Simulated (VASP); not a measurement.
# Cu (I4/mmm) in VASP: single point with PBEsol

Aim: the single point of Cu with PBEsol.

Everything below comes from runs of VASP 6.6.1. Logs are shortened: lines on timing, memory, paths and dates and some standing lists are left out, and cuts for length are marked.

## (1) The cell of the first run

It takes space group I4/mmm (No. 139, tetragonal). Conventional cell: a = 2.916 Å, b = 2.916 Å, c = 2.672 Å, α = 90.00°, β = 90.00°, γ = 90.00°. Within 3.2 Å of Cu (site symmetry 4/mmm) lie 14 Cu at 2.46 to 2.92 Å.

## (2) Single point, PBEsol

The input, INCAR:

```
SYSTEM = Cu
ALGO     = Normal         ! electronic algorithm
EDIFF    = 1E-7           ! SCF threshold, eV
ENCUT    = 520            ! plane-wave cutoff, eV
GGA      = PS             ! functional
ISIF     = 2              ! what is computed and relaxed
ISMEAR   = 0              ! smearing method
LASPH    = .True.         ! aspherical terms in the spheres
LCHARG   = .False.        ! write CHGCAR
LREAL    = .False.        ! projectors in reciprocal space
LWAVE    = .False.        ! write WAVECAR
NBANDS   = 12             ! bands
NELM     = 60             ! most SCF steps
PREC     = Accurate       ! precision mode
SIGMA    = 0.1            ! smearing width, eV
```

The input, KPOINTS:

```
k-points
0
Gamma
  12 12 12
  0 0 0
```

The input, POSCAR:

```
Cu
1.0
   -1.4580898393      1.4580898393      1.3359954823
    1.4580898393     -1.4580898393      1.3359954823
    1.4580898393      1.4580898393     -1.3359954823
Cu
1
Direct
    0.0000000000      0.0000000000      0.0000000000
```

Potentials or basis: VASP PAW PBE potentials, release 64 (Cu).

On the command line:

```console
$ cat potpaw_PBE.64/Cu/POTCAR > POTCAR
$ mpirun -np 1 vasp_std > vasp.out
```

OUTCAR:

```text
SYSTEM = Cu
   EDIFF = 1E-7
   ENCUT = 520
   GGA = PS
   ISIF = 2
   ISMEAR = 0
   LASPH = .True.
   LREAL = .False.
   NELM = 60
   PREC = Accurate

 ion  position               nearest neighbor table
   1  0.000  0.000  0.000-

  LATTYP: Found a body centered tetragonal cell.
 ALAT       =     2.9161796786
 C/A-ratio  =     0.9162641741

  Lattice vectors:

 A1 = (  -1.4580898393,   1.4580898393,   1.3359954823)
 A2 = (   1.4580898393,  -1.4580898393,   1.3359954823)
 A3 = (   1.4580898393,   1.4580898393,  -1.3359954823)

Analysis of symmetry for initial positions (statically):
=====================================================================
 Subroutine PRICEL returns:
 Original cell was already a primitive cell.

 Routine SETGRP: Setting up the symmetry group for a
 body centered tetragonal supercell.

 Subroutine GETGRP returns: Found 16 space group operations
 (whereof 16 operations were pure point group operations)
 out of a pool of 16 trial point group operations.

The static configuration has the point symmetry D_4h.

Analysis of symmetry for dynamics (positions and initial velocities):
=====================================================================
 Subroutine PRICEL returns:
 Original cell was already a primitive cell.

 Routine SETGRP: Setting up the symmetry group for a
 body centered tetragonal supercell.

 Subroutine GETGRP returns: Found 16 space group operations
 (whereof 16 operations were pure point group operations)
 out of a pool of 16 trial point group operations.

The dynamic configuration has the point symmetry D_4h.

 Subroutine INISYM returns: Found 16 space group operations
 (whereof 16 operations are pure point group operations),
 and found     1 'primitive' translations

----------------------------------------------------------------------------------------

                                     Primitive cell

  volume of cell :      11.3614

  direct lattice vectors                    reciprocal lattice vectors
    -1.458089839  1.458089839  1.335995482     0.000000000  0.342914398  0.374252763
     1.458089839 -1.458089839  1.335995482     0.342914398  0.000000000  0.374252763
     1.458089839  1.458089839 -1.335995482     0.342914398  0.342914398  0.000000000

  length of vectors
[... 85 lines left out ...]
   NFREE  =      0    steps in history (QN), initial steepest desc. (CG)
   ISIF   =      2    stress and relaxation
   ISYM   =      2    0-nonsym 1-usesym 2-fastsym
   POTIM  = 0.5000    time-step for ionic-motion
   TEBEG  =    0.0;   TEEND  =   0.0 temperature during run
   PSTRESS=    0.0 pullay stress
   NELECT =      11.0000    total number of electrons
   NUPDOWN=      -1.0000    fix difference up-down
   EMIN   =  10.00;   EMAX   =-10.00  energy-range for DOS
   EFERMI =   0.00;   METHOD = LEGACY
   ISMEAR =     0;   SIGMA  =   0.10  broadening in eV -4-tet -1-fermi 0-gaus
   EFERMI_NEDOS =   21; number of points for ismear=-14 and -15
   IALGO  =     38    algorithm
   IMIX   =      4    mixing-type and parameters
     AMIX     =   0.40;   BMIX     =  1.00
     AMIX_MAG =   1.60;   BMIX_MAG =  1.00
  volume/ion in A,a.u.               =      11.36        76.67
  Fermi-wavevector in a.u.,A,eV,Ry     =   1.619551  3.060507 35.687325  2.622944
  Thomas-Fermi vector in A             =   2.713633
   LORBIT       =      0    0 simple, 1 ext, 2 COOP (PROOUT), +10 PAW based schemes
   GGA     = PS    functional components
   LHFCALC =     F    Hartree Fock is set to
   AEXX    =    0.0000 exact exchange contribution
   IVDW    =     0    specifies the selected vdW correction
   LEPSILON=     F    determine dielectric tensor
   LRPA    =     F    only Hartree local field effects (RPA)
 non-spin polarized calculation
 Gauss-broadening in eV      SIGMA  =   0.10
  energy-cutoff  :      520.00
  volume of cell :       11.36
 maximum number of plane-waves:       321
   NGX =  9   NGY =  9   NGZ =  9

 number of electron      11.0000018 magnetization

 Free energy of the ion-electron system (eV)
  ---------------------------------------------------
  ext. energy  EPLUGINS =         0.00000000
  ---------------------------------------------------
  free energy    TOTEN  =        -4.26281125 eV

  energy without entropy =       -4.25947936  energy(sigma->0) =       -4.26114530

 E-fermi :   7.8954     XC(G=0): -13.1372

 val. band max:        7.8886149844   @ k =   0.1667   0.1667   0.1667
 cond. band min:       7.9158565282   @ k =   0.5000   0.1667   0.0833
 fundamental gap:      0.0272415438
 Fermi energy:         7.8953947110

 k-point     1 :       0.0000    0.0000    0.0000
  band No.  band energies     occupation
      1      -1.7949      2.00000
      2       4.4195      2.00000
      3       4.7956      2.00000
      4       4.7956      2.00000
      5       5.4864      2.00000
      6       5.8941      2.00000
      7      32.2428      0.00000
      8      32.2428      0.00000
      9      34.8100      0.00000
     10      36.4034      0.00000
     11      36.5177      0.00000
     12      37.0271      0.00000
[... 331 lines left out ...]
 k-point    24 :      -0.4167    0.1667    0.0000
  band No.  band energies     occupation
      1       2.3594      2.00000
      2       4.0071      2.00000
      3       4.4241      2.00000
      4       5.5857      2.00000
      5       5.7913      2.00000
      6       6.7811      2.00000
      7      19.1170      0.00000
      8      20.1750      0.00000
      9      26.7949      0.00000
     10      31.8433      0.00000
     11      38.4596      0.00000
     12      39.3694      0.00000

 [... further k-points ...]

------------------------ aborting loop because EDIFF is reached ----------------------------------------

  FORCE on cell =-STRESS in cart. coord.  units (eV):
  Direction    XX          YY          ZZ          XY          YZ          ZX
  --------------------------------------------------------------------------------------
  -------------------------------------------------------------------------------------
  Total        0.0514987      0.0514987      0.0456585      0.0000000     -0.0000000      0.0000000
  in kB        7.2622838      7.2622838      6.4387117      0.0000000     -0.0000000      0.0000000
  external PRESSURE =       6.9877598 kB  Pullay stress =       0.0000000 kB

 VOLUME and BASIS-vectors are now :
 -----------------------------------------------------------------------------
  energy-cutoff  :      520.00
  volume of cell :       11.36
      direct lattice vectors                 reciprocal lattice vectors
    -1.458089839  1.458089839  1.335995482     0.000000000  0.342914398  0.374252763
     1.458089839 -1.458089839  1.335995482     0.342914398  0.000000000  0.374252763
     1.458089839  1.458089839 -1.335995482     0.342914398  0.342914398  0.000000000

 POSITION                                       TOTAL-FORCE (eV/Angst)
 -----------------------------------------------------------------------------------
      0.00000      0.00000      0.00000        -0.000000     -0.000000      0.000000
 -----------------------------------------------------------------------------------
    total drift:                                0.000000      0.000000     -0.000000

  FREE ENERGIE OF THE ION-ELECTRON SYSTEM (eV)
  ---------------------------------------------------
  free  energy   TOTEN  =        -4.2628112483 eV

  energy  without entropy=       -4.2594793574  energy(sigma->0) =       -4.26114530
```

OSZICAR:

```text
N       E                     dE             d eps       ncg     rms          rms(c)
DAV:   1     0.416483222022E+02    0.41648E+02   -0.53147E+03  4372   0.156E+03
DAV:   2    -0.405468197267E+01   -0.45703E+02   -0.42078E+02  4036   0.207E+02
DAV:   3    -0.535579970051E+01   -0.13011E+01   -0.12937E+01  4648   0.400E+01
DAV:   4    -0.536344935313E+01   -0.76497E-02   -0.76487E-02  4396   0.271E+00
DAV:   5    -0.536351607377E+01   -0.66721E-04   -0.66719E-04  4592   0.258E-01    0.835E+00
DAV:   6    -0.468281208208E+01    0.68070E+00   -0.16198E+01  4524   0.778E+01    0.412E+00
DAV:   7    -0.427928510245E+01    0.40353E+00   -0.25079E+00  4572   0.303E+01    0.685E-01
DAV:   8    -0.426364636117E+01    0.15639E-01   -0.84927E-03  5204   0.891E-01    0.208E-01
DAV:   9    -0.426280165624E+01    0.84470E-03   -0.39438E-03  5100   0.104E+00    0.218E-02
DAV:  10    -0.426281056302E+01   -0.89068E-05   -0.35460E-05  5520   0.958E-02    0.485E-03
DAV:  11    -0.426281121186E+01   -0.64884E-06   -0.39647E-07  4700   0.885E-03    0.499E-04
DAV:  12    -0.426281124831E+01   -0.36454E-07   -0.35942E-08  2468   0.261E-03
   1 F= -.42628112E+01 E0= -.42611453E+01  d E =-.333189E-02
```

stdout:

```text
POSCAR found type information on POSCAR Cu
 POSCAR found :  1 types and       1 ions
 scaLAPACK will be used
 -----------------------------------------------------------------------------
|                                                                             |
|                                                                             |
|     You enforced a specific xc type in the INCAR file but a different       |
|     I HOPE YOU KNOW WHAT YOU ARE DOING!                                     |
|                                                                             |
 -----------------------------------------------------------------------------

 LDA part: xc-table for (Slater+PW92), standard interpolation
 POSCAR, INCAR and KPOINTS ok, starting setup
 FFT: planning ... GRIDC
 FFT: planning ... GRID_SOFT
 FFT: planning ... GRID
 WAVECAR not read
 entering main loop
```

Run time: 21 s. Hardware: 1 thread of Intel Xeon Platinum 8488C (Sapphire Rapids), shared host; peak memory 0.13 GiB.

Results:

```yaml
Free_energy: -4.2628 eV
Pressure: 0.7 GPa
```

Levels at points of the mesh, in eV from the Fermi level:
```tsv
k point	band 2	band 3	band 4	band 5	band 6	band 7	band 8	band 9	band 10	band 11
(0.00, 0.00, 0.00)	-3.48	-3.10	-3.10	-2.41	-2.00	24.35	24.35	26.91	28.51	28.62
(0.50, 0.00, 0.00)	-4.14	-2.22	-1.87	-1.40	-0.47	4.90	17.08	17.18	21.15	24.27
(0.50, 0.50, 0.00)	-3.68	-2.49	-2.15	-1.44	-1.16	3.91	19.42	19.86	23.34	26.30
(0.50, 0.50, 0.50)	-4.84	-1.60	-1.60	-1.51	7.23	7.23	10.70	13.01	13.80	17.63
```

Caveat: the PAW data sets were made with another functional, which shifts forces and pressure a little.
